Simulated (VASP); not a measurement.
Runs of VASP 6.6.1 on Mg. The structure is that of space group P6_3/mmc (No. 194), or close to it. The cells are those of the table. 

```csv
cell,gap on the mesh (eV),pressure (GPa)
"a = 3.283, b = 3.283, c = 5.329 Å, angles 90.0, 90.0, 120.0°, 2 atoms",none,-2.1
"a = 3.252, b = 3.252, c = 5.279 Å, angles 90.0, 90.0, 120.0°, 2 atoms",none,-1.4
"a = 3.155, b = 3.155, c = 5.122 Å, angles 90.0, 90.0, 120.0°, 2 atoms",none,(b)
"a = 3.220, b = 3.220, c = 5.228 Å, angles 90.0, 90.0, 120.0°, 2 atoms",none,-0.5
"a = 3.188, b = 3.188, c = 5.175 Å, angles 90.0, 90.0, 120.0°, 2 atoms",none,(a)
```

Alike in all rows: task single point; level pbesol exchange, lda correlation; potentials or basis VASP PAW PBE potentials, release 64 (Mg); no spin polarisation; k mesh 8 × 8 × 5; cutoff (eV) 600; smearing methfessel-paxton 0.2 eV.

Q: Fill in the values left out.

A: (a) 0.6; (b) 1.8.

Caveats: the PAW data sets were made with another functional, which shifts forces and pressure a little.

A gap of «none» marks levels without a gap at the run's occupations.
